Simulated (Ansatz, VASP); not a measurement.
## Two plane-wave programs on SnSe2

```
Se Sn
1.0
     3.81100    0.00000    0.00000
    -1.90550    3.30042    0.00000
     0.00000    0.00000   30.00000
Se Sn
2 1
Direct
  0.66667 0.33333 0.29816
  0.33333 0.66667 0.40517
  0.00000 0.00000 0.35167
```

Alike in both runs: functional PBE; dispersion D3(BJ); k mesh 12 × 12 × 1; occupations gaussian, width 0.02 eV; no spin polarisation.

Ansatz relaxed the structure, and its values are those at the end. VASP's run is a single point on that final structure, the one shown.

```csv
,VASP,Ansatz
version,VASP 6.6.1,Ansatz 0.2.0
potentials or method,"VASP PAW PBE potentials, release 64 (Se, Sn_d)","scalar-relativistic, plane waves, PAW"
plane-wave cutoff (eV),520,420
valence electrons in the cell,26,46
```

|  | VASP | Ansatz | Ansatz less VASP |
| --- | --- | --- | --- |
| gap on the k mesh at the Fermi level (eV) | 0.76 | 0.76 | +0.003 |
| least direct gap on the mesh (eV) | 1.11 | 1.12 | +0.003 |
| rms of the force components (eV/Å) | 0.005 | 0.001 | -0.0042 |

VASP's potentials hold 26 valence electrons a cell and Ansatz's 46, so a difference there can come from the potentials and not from the codes. Ansatz's warnings: slab cell height set, xc potential rough in thin density.
